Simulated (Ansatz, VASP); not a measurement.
## Sb: VASP beside Ansatz

File POSCAR:

```
Sb
1.0
    2.1542000000      1.2437279499      3.7580000000
   -2.1542000000      1.2437279499      3.7580000000
    0.0000000000     -2.4874558998      3.7580000000
Sb
2
Direct
    0.7665100000      0.7665100000      0.7665100000
    0.2334900000      0.2334900000      0.2334900000
```

The input INCAR.step1:

```
ALGO = Normal ; EDIFF = 1E-5
ENCUT = 520 ; GGA = PE
ISIF = 2 ; ISMEAR = -1
LASPH = T ; LCHARG = F
LREAL = F ; LWAVE = T
NBANDS = 12 ; NELM = 60
PREC = Accurate ; SIGMA = 0.05
```

File INCAR.step2:

```
AEXX = 0.5 ; ALGO = Normal
EDIFF = 1E-7 ; ENCUT = 520
ISIF = 2 ; ISMEAR = -1
ISTART = 1 ; LASPH = T
LCHARG = F ; LHFCALC = T
LMIXTAU = T ; LREAL = F
LWAVE = F ; METAGGA = R2SCAN
NBANDS = 12 ; NELM = 60
PREC = Accurate ; PRECFOCK = Normal
SIGMA = 0.05
```

File KPOINTS:

```
k-points
0
Gamma
  4 4 4
```

Contents of input.yaml:

```yaml
crystal:
  lattice:
    - [2.1542, 1.2437279499, 3.758]
    - [-2.1542, 1.2437279499, 3.758]
    - [0.0, -2.4874558998, 3.758]
  atoms:
    - { symbol: Sb, position: [0.76651, 0.76651, 0.76651] }
    - { symbol: Sb, position: [0.23349, 0.23349, 0.23349] }
hamiltonian:
  xc: r2scan50
  pseudopotentials: { kind: paw }
kpoints:
  mp_grid: { grid: [4, 4, 4] }
  band_path:
    path:
      - [[0.0, 0.0, 0.0], [0.5, 0.0, 0.0], [0.5, 0.2396873643, -0.2396873643]]
      - [[0.7603126357, 0.5, 0.2396873643], [0.5, 0.5, 0.5], [0.0, 0.0, 0.0], [0.3698436821, 0.0, -0.3698436821]]
      - [[0.6301563179, 0.3698436821, 0.0], [0.5, 0.5, 0.0], [0.6301563179, 0.6301563179, 0.2396873643], [0.5, 0.5, 0.5]]
      - [[0.5, 0.0, 0.0], [0.7603126357, 0.3698436821, 0.3698436821]]
    npoints: 4
scf:
  occupations: { method: fermi_dirac, width: 0.05 }
  n_extra_bands: 6
output:
  forces: true
  stress: true
  eigenvalues: true
  fatbands: false
```

Alike in both runs: functional r2SCAN50; k mesh 4 × 4 × 4; occupations fermi-dirac, width 0.05 eV; no spin polarisation.

|  | VASP | Ansatz |
| --- | --- | --- |
| version | VASP 6.6.1 | Ansatz 0.2.0 |
| potentials or method | VASP PAW PBE potentials, release 64 (Sb) | Ansatz PAW |
| plane-wave cutoff (eV) | 520 | 500 |
| valence electrons in the cell | 10 | 30 |
| task | single point | band structure |

VASP gave:

```
pressure (GPa)                                                : -5.0
traceless stress, the component that is largest in VASP (GPa) : 0.59
rms of the force components (eV/Å)                            : 0.694
```

Estimate Ansatz's values.

pressure (GPa): -0.9; traceless stress, the component that is largest in VASP (GPa): 0.11; rms of the force components (eV/Å): 0.459.

VASP's potentials were made for PBE, not for r2SCAN50. Atom by atom the forces differ by 0.235 eV/Å (rms over components). One of these differences is far larger than is usual between the two programs; its cause wasn't traced. The functional is the same, so the differences come from potentials, cutoffs and numerics. VASP's potentials hold 10 valence electrons a cell and Ansatz's 30, so a difference there can come from the potentials and not from the codes.

The k mesh is coarse, so the values compare programs but aren't converged. Spin-orbit coupling is off throughout.
